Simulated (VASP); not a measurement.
# Ag3GeI (R3) in VASP: a series of runs

Aim: see how the results for Ag3GeI move with the level of theory and the settings. Levels: PBE, revPBE, LDA. Tasks: single point.

Program: VASP 6.6.1. These are calculated values, not measurements. Logs are shortened: lines on timing, memory, paths and dates and some standing lists are left out, and cuts for length are marked.

## 1. The cell of the first run

The structure is trigonal, space group R3 (No. 146). Conventional cell: a = 6.763 Å, b = 6.763 Å, c = 8.283 Å, α = 90.00°, β = 90.00°, γ = 120.00°. Within 3.3 Å of Ag (site symmetry 1) lie 2 Ge at 2.48 to 2.50 Å and 4 Ag at 2.96 to 3.06 Å and 2 I at 2.97 to 3.10 Å. Within 3.3 Å of Ge (site symmetry 3) lie 6 Ag at 2.48 to 2.50 Å. I (site symmetry 3) has 12 Ag at 2.97 to 3.83 Å and 1 Ge at 3.88 Å within 3.9 Å.

## 2. Single point, PBE

INCAR reads:

```
SYSTEM = Ag3GeI
  ALGO = Normal
  EDIFF = 1E-6
  ENCUT = 520
  GGA = PE
  ISIF = 2
  ISMEAR = 0
  LASPH = .True.
  LCHARG = .False.
  LREAL = .False.
  LWAVE = .False.
  NBANDS = 35
  NELM = 80
  PREC = Accurate
  SIGMA = 0.0553
```

KPOINTS reads:

```
k-points
0
Gamma
  4 4 4
  0 0 0
```

POSCAR reads:

```
Ag3GeI
1.0
    4.7821260000      0.0000000000      0.0000000000
    0.0000000000      4.7821260000      0.0000000000
    0.0000000000      0.0000000000      4.7821260000
Ag Ge I
3 1 1
Direct
    0.5300000000      0.8895000000      0.0175000000
    0.0175000000      0.5300000000      0.8895000000
    0.8895000000      0.0175000000      0.5300000000
    0.0319000000      0.0319000000      0.0319000000
    0.5000000000      0.5000000000      0.5000000000
```

Potentials or basis: VASP PAW PBE potentials, release 64 (Ag, Ge_d, I).

The run is started by

```
$ cat potpaw_PBE.64/Ag/POTCAR potpaw_PBE.64/Ge_d/POTCAR potpaw_PBE.64/I/POTCAR > POTCAR
$ mpirun -np 1 vasp_std > vasp.out
```

OUTCAR:

```text
SYSTEM = Ag3GeI
   EDIFF = 1E-6
   ENCUT = 520
   GGA = PE
   ISIF = 2
   ISMEAR = 0
   LASPH = .True.
   LREAL = .False.
   NELM = 80
   PREC = Accurate

 ion  position               nearest neighbor table
   1  0.530  0.889  0.017-   4 2.48   4 2.50   2 2.96   3 2.96   5 2.97   3 3.06   2 3.06   5 3.10

   2  0.017  0.530  0.889-   4 2.48   4 2.50   1 2.96   3 2.96   5 2.97   1 3.06   3 3.06   5 3.10

   3  0.889  0.017  0.530-   4 2.48   4 2.50   2 2.96   1 2.96   5 2.97   2 3.06   1 3.06   5 3.10

   4  0.032  0.032  0.032-   1 2.48   2 2.48   3 2.48   3 2.50   2 2.50   1 2.50
   5  0.500  0.500  0.500-   1 2.97   2 2.97   3 2.97   2 3.10   3 3.10   1 3.10

  LATTYP: Found a simple cubic cell.
 ALAT       =     4.7821260000

  Lattice vectors:

 A1 = (   4.7821260000,   0.0000000000,   0.0000000000)
 A2 = (   0.0000000000,   4.7821260000,   0.0000000000)
 A3 = (   0.0000000000,   0.0000000000,   4.7821260000)

Analysis of symmetry for initial positions (statically):
=====================================================================
 Subroutine PRICEL returns:
 Original cell was already a primitive cell.

 Routine SETGRP: Setting up the symmetry group for a
 simple cubic supercell.

 Subroutine GETGRP returns: Found  3 space group operations
 (whereof  3 operations were pure point group operations)
 out of a pool of 48 trial point group operations.

The static configuration has the point symmetry C_3 .

Analysis of symmetry for dynamics (positions and initial velocities):
=====================================================================
 Subroutine PRICEL returns:
 Original cell was already a primitive cell.

 Routine SETGRP: Setting up the symmetry group for a
 simple cubic supercell.

 Subroutine GETGRP returns: Found  3 space group operations
 (whereof  3 operations were pure point group operations)
 out of a pool of 48 trial point group operations.

The dynamic configuration has the point symmetry C_3 .

 Subroutine INISYM returns: Found  3 space group operations
 (whereof  3 operations are pure point group operations),
 and found     1 'primitive' translations

----------------------------------------------------------------------------------------

                                     Primitive cell

[... 83 lines left out ...]
   ENCUT  =  520.0 eV  38.22 Ry    6.18 a.u.   8.89  8.89  8.89*2*pi/ulx,y,z
   NELM   =     80;   NELMIN=  2; NELMDL= -5     # of ELM steps
   EDIFF  = 0.1E-05   stopping-criterion for ELM
   LREAL  =      F    real-space projection
   EDIFFG = 0.1E-04   stopping-criterion for IOM
   NSW    =      0    number of steps for IOM
   IBRION =     -1    ionic relax: 0-MD 1-quasi-New 2-CG
   NFREE  =      0    steps in history (QN), initial steepest desc. (CG)
   ISIF   =      2    stress and relaxation
   ISYM   =      2    0-nonsym 1-usesym 2-fastsym
   POTIM  = 0.5000    time-step for ionic-motion
   TEBEG  =    0.0;   TEEND  =   0.0 temperature during run
   PSTRESS=    0.0 pullay stress
   NELECT =      54.0000    total number of electrons
   NUPDOWN=      -1.0000    fix difference up-down
   EMIN   =  10.00;   EMAX   =-10.00  energy-range for DOS
   EFERMI =   0.00;   METHOD = LEGACY
   ISMEAR =     0;   SIGMA  =   0.06  broadening in eV -4-tet -1-fermi 0-gaus
   EFERMI_NEDOS =   21; number of points for ismear=-14 and -15
   IALGO  =     38    algorithm
   IMIX   =      4    mixing-type and parameters
     AMIX     =   0.40;   BMIX     =  1.00
     AMIX_MAG =   1.60;   BMIX_MAG =  1.00
  volume/ion in A,a.u.               =      21.87       147.60
  Fermi-wavevector in a.u.,A,eV,Ry     =   1.293953  2.445216 22.780420  1.674314
  Thomas-Fermi vector in A             =   2.425566
   LORBIT       =      0    0 simple, 1 ext, 2 COOP (PROOUT), +10 PAW based schemes
   GGA     = PE    functional components
   LHFCALC =     F    Hartree Fock is set to
   AEXX    =    0.0000 exact exchange contribution
   IVDW    =     0    specifies the selected vdW correction
   LEPSILON=     F    determine dielectric tensor
   LRPA    =     F    only Hartree local field effects (RPA)
 non-spin polarized calculation
 Gauss-broadening in eV      SIGMA  =   0.06
  energy-cutoff  :      520.00
  volume of cell :      109.36
 maximum number of plane-waves:      3016
   NGX = 17   NGY = 17   NGZ = 17

 number of electron      54.0000003 magnetization

 Free energy of the ion-electron system (eV)
  ---------------------------------------------------
  ext. energy  EPLUGINS =         0.00000000
  ---------------------------------------------------
  free energy    TOTEN  =       -12.33965007 eV

  energy without entropy =      -12.32936804  energy(sigma->0) =      -12.33450905

 E-fermi :   6.6747     XC(G=0): -10.6812

 val. band max:        6.6464918404   @ k =  -0.2500   0.2500   0.0000
 cond. band min:       6.6810729306   @ k =   0.5000   0.5000   0.0000
 fundamental gap:      0.0345810901
 Fermi energy:         6.6746708192

 k-point     1 :       0.0000    0.0000    0.0000
  band No.  band energies     occupation
      1     -17.6310      2.00000
      2     -17.6310      2.00000
      3     -17.5985      2.00000
      4     -17.5985      2.00000
      5     -17.5982      2.00000
      6      -6.9026      2.00000
[... 521 lines left out ...]
     34      14.8965      0.00000
     35      16.0118      0.00000

------------------------ aborting loop because EDIFF is reached ----------------------------------------

  FORCE on cell =-STRESS in cart. coord.  units (eV):
  Direction    XX          YY          ZZ          XY          YZ          ZX
  --------------------------------------------------------------------------------------
  -------------------------------------------------------------------------------------
  Total        6.2934499      6.2934499      6.2934499      0.1017798      0.1017798      0.1017798
  in kB       92.2011459     92.2011459     92.2011459      1.4911088      1.4911088      1.4911088
  external PRESSURE =      92.2011459 kB  Pullay stress =       0.0000000 kB

 VOLUME and BASIS-vectors are now :
 -----------------------------------------------------------------------------
  energy-cutoff  :      520.00
  volume of cell :      109.36
      direct lattice vectors                 reciprocal lattice vectors
     4.782126000  0.000000000  0.000000000     0.209112014  0.000000000  0.000000000
     0.000000000  4.782126000  0.000000000     0.000000000  0.209112014  0.000000000
     0.000000000  0.000000000  4.782126000     0.000000000  0.000000000  0.209112014

 POSITION                                       TOTAL-FORCE (eV/Angst)
 -----------------------------------------------------------------------------------
      2.53453      4.25370      0.08369        -0.095936     -0.523142      0.151112
      0.08369      2.53453      4.25370         0.151112     -0.095936     -0.523142
      4.25370      0.08369      2.53453        -0.523142      0.151112     -0.095936
      0.15255      0.15255      0.15255         0.663254      0.663254      0.663254
      2.39106      2.39106      2.39106        -0.195288     -0.195288     -0.195288
 -----------------------------------------------------------------------------------
    total drift:                                0.001511      0.001512      0.001544

  FREE ENERGIE OF THE ION-ELECTRON SYSTEM (eV)
  ---------------------------------------------------
  free  energy   TOTEN  =       -12.3396500661 eV

  energy  without entropy=      -12.3293680438  energy(sigma->0) =      -12.33450905
```

stdout:

```text
POSCAR found type information on POSCAR AgGeI
 POSCAR found :  3 types and       5 ions
 scaLAPACK will be used
 LDA part: xc-table for (Slater+PW92), standard interpolation
 POSCAR, INCAR and KPOINTS ok, starting setup
 FFT: planning ... GRIDC
 FFT: planning ... GRID_SOFT
 FFT: planning ... GRID
 WAVECAR not read
 entering main loop
```

It took 32 s on 1 thread of Intel Xeon Platinum 8488C (Sapphire Rapids), shared host; peak memory 0.22 GiB.

What came out:

| Item | Value |
| --- | --- |
| Free energy | -12.3397 eV |
| Pressure | 9.2 GPa |
| Largest force | 1.149 eV/Å |
| Band gap on the k mesh | zero (bands 27 and 28 overlap by 1.83 eV) |

Forces on the atoms (eV/Å):
```
Ag  -0.096 -0.523  0.151
Ag   0.151 -0.096 -0.523
Ag  -0.523  0.151 -0.096
Ge   0.663  0.663  0.663
I   -0.195 -0.195 -0.195
```

Caveat: the cell stands under pressure; spin-orbit coupling is left out, which moves the levels of the heavy elements; forces of over 1 eV/Å act on the atoms, so gaps and moduli don't describe the material at rest.

## 3. Single point, revPBE

INCAR reads:

```
PREC = Accurate
ENCUT = 520
EDIFF = 1E-7
ISMEAR = 0
SIGMA = 0.0553
LREAL = False
LASPH = True
NELM = 80
ALGO = Normal
ISIF = 2
LWAVE = False
LCHARG = False
GGA = RE
NBANDS = 35
```

KPOINTS reads:

```
Automatic mesh
0
Gamma
  4 4 4
```

POSCAR is that of step 2.

Potentials or basis: VASP PAW PBE potentials, release 64 (Ag, Ge_d, I).

The run is started by

```
$ cat potpaw_PBE.64/Ag/POTCAR potpaw_PBE.64/Ge_d/POTCAR potpaw_PBE.64/I/POTCAR > POTCAR
$ mpirun -np 1 vasp_std > vasp.out
```

Wall time 37 s (1 thread of Intel Xeon Platinum 8488C (Sapphire Rapids), shared host); peak memory 0.23 GiB.

The run converged. Its results:

```
Free energy            : -10.4062 eV
Pressure               : 11.2 GPa
Largest force          : 1.192 eV/Å
Band gap on the k mesh : zero (bands 27 and 28 overlap by 1.82 eV)
```

Forces on the atoms (eV/Å):
```
Ag  -0.122 -0.499  0.153
Ag   0.153 -0.122 -0.499
Ag  -0.499  0.153 -0.122
Ge   0.688  0.688  0.688
I   -0.220 -0.220 -0.220
```

Stress tensor (GPa, compression positive):
```
11.22  0.14  0.14
 0.14 11.22  0.14
 0.14  0.14 11.22
```

Levels at points of the mesh, in eV from the Fermi level:
| k point | band 25 | band 26 | band 27 | band 28 | band 29 | band 30 |
| --- | --- | --- | --- | --- | --- | --- |
| (0.00, 0.00, 0.00) | -2.90 | 0.11 | 0.48 | 0.48 | 1.71 | 1.71 |
| (0.50, 0.00, 0.00) | -2.06 | -1.56 | -0.55 | 0.35 | 2.67 | 3.35 |
| (0.50, 0.50, 0.00) | -1.73 | 0.01 | 0.22 | 0.45 | 1.53 | 2.65 |
| (0.50, 0.50, 0.50) | -3.65 | -1.38 | -1.38 | -1.34 | 4.72 | 5.24 |

Caveat: the cell stands under pressure; the PAW data sets were made with another functional, which shifts forces and pressure a little; spin-orbit coupling is left out, which moves the levels of the heavy elements.

## 4. Single point, PBE

INCAR reads:

```
PREC = Accurate ; ENCUT = 520
EDIFF = 1E-7 ; ISMEAR = 0
SIGMA = 0.0553 ; LREAL = F
LASPH = T ; NELM = 100
ALGO = Normal ; ISIF = 2
LWAVE = F ; LCHARG = T
GGA = PE ; LELF = T
LVHAR = T ; NBANDS = 35
```

KPOINTS reads:

```
regular mesh
0
Gamma
  4 4 4
```

POSCAR is that of step 3.

The run is started by

```
$ cat potpaw_PBE.64/Ag/POTCAR potpaw_PBE.64/Ge_d/POTCAR potpaw_PBE.64/I/POTCAR > POTCAR
$ mpirun -np 1 vasp_std > vasp.out
```

Wall time 38 s (1 thread of Intel Xeon Platinum 8488C (Sapphire Rapids), shared host); peak memory 0.23 GiB.

It converged, with:

```
Free energy            : -12.3397 eV
Pressure               : 9.2 GPa
Largest force          : 1.149 eV/Å
Band gap on the k mesh : zero (bands 27 and 28 overlap by 1.83 eV)
```

Forces in eV/Å, atoms in the order of the input:
```
Ag  -0.096 -0.523  0.151
Ag   0.151 -0.096 -0.523
Ag  -0.523  0.151 -0.096
Ge   0.663  0.663  0.663
I   -0.195 -0.195 -0.195
```

Stress tensor (GPa, compression positive):
```
9.22 0.15 0.15
0.15 9.22 0.15
0.15 0.15 9.22
```

Levels at points of the mesh, in eV from the Fermi level:
| k point | band 23 | band 24 | band 25 | band 26 | band 27 | band 28 | band 29 | band 30 | band 31 | band 32 |
| --- | --- | --- | --- | --- | --- | --- | --- | --- | --- | --- |
| (0.00, 0.00, 0.00) | -3.20 | -3.20 | -2.89 | 0.11 | 0.48 | 0.48 | 1.68 | 1.68 | 2.70 | 7.06 |
| (0.50, 0.00, 0.00) | -2.91 | -2.16 | -2.04 | -1.56 | -0.55 | 0.35 | 2.64 | 3.32 | 4.51 | 5.65 |
| (0.50, 0.50, 0.00) | -3.61 | -3.51 | -1.71 | 0.01 | 0.22 | 0.45 | 1.49 | 2.62 | 4.11 | 4.45 |
| (0.50, 0.50, 0.50) | -3.86 | -3.86 | -3.64 | -1.39 | -1.39 | -1.35 | 4.71 | 5.22 | 5.22 | 8.05 |

Caveat: the cell stands under pressure; spin-orbit coupling is left out, which moves the levels of the heavy elements; forces of over 1 eV/Å act on the atoms, so gaps and moduli don't describe the material at rest.

(Continued in part 2 of 2.)
